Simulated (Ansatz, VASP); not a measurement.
C in VASP and in Ansatz

The input INCAR:

```
PREC = Accurate ; ENCUT = 520
EDIFF = 1E-7 ; ISMEAR = 0
SIGMA = 0.15 ; LREAL = False
LASPH = True ; NELM = 60
ALGO = Normal ; ISIF = 2
LWAVE = False ; LCHARG = False
GGA = PS ; IVDW = 12
NBANDS = 11
```

Contents of KPOINTS:

```
Automatic mesh
0
Gamma
  21 21 12
```

The input POSCAR:

```
C
1.0
    2.5190997031      0.0000000000      0.0000000000
   -1.2595498516      2.1816043375      0.0000000000
    0.0000000000      0.0000000000      3.6177192973
C
2
Direct
    0.3380317105      0.6760634210      0.0000000000
    0.6619682895      0.3239365790      0.0000000000
```

Input for Ansatz:

```yaml
crystal:
  lattice:
    - [2.5190997031, 0.0, 0.0]
    - [-1.2595498516, 2.1816043375, 0.0]
    - [0.0, 0.0, 3.6177192973]
  atoms:
    - { symbol: C, position: [0.3380317105, 0.676063421, 0.0] }
    - { symbol: C, position: [0.6619682895, 0.323936579, 0.0] }
basis:
  ecutwfc: 520.0
kpoints:
  mp_grid: { grid: [21, 21, 12] }
hamiltonian:
  xc: pbesol
  pseudopotentials: { kind: paw, azcp: { folder: soft_1 } }
  dispersion: d3bj
scf:
  occupations: { method: gaussian, width: 0.15 }
output:
  forces: true
  stress: true
  eigenvalues: true
```

Change from the starting cell: mode 6 frozen in at +0.020 Å, equal normal strain along x, y and z +0.0250.

Alike in both runs: task single point; functional PBEsol; dispersion D3(BJ); k mesh 21 × 21 × 12; occupations gaussian, width 0.15 eV; no spin polarisation.

|  | VASP | Ansatz |
| --- | --- | --- |
| version | VASP 6.6.1 | Ansatz 0.2.0 |
| potentials or method | VASP PAW PBE potentials, release 64 (C), cutoff 520 eV | scalar-relativistic, plane waves, PAW |
| valence electrons in the cell | 8 | 8 |

Ansatz gave:

| Property | Result |
| --- | --- |
| gap on the k mesh at the Fermi level (eV) | none |
| pressure (GPa) | -17.3 |
| traceless stress, the component that is largest in VASP (GPa) | 16.89 |
| rms of the force components (eV/Å) | 1.132 |

Problem. What did VASP give for the same quantities?

Solution. gap on the k mesh at the Fermi level (eV): none; pressure (GPa): -16.8; traceless stress, the component that is largest in VASP (GPa): 16.24; rms of the force components (eV/Å): 1.138.

VASP's potentials were made for PBE, not for PBEsol, and Ansatz warns of the same on its side. Atom by atom the forces differ by 0.006 eV/Å (rms over components). A gap of «none» marks a metal or a gap that the smearing closes.
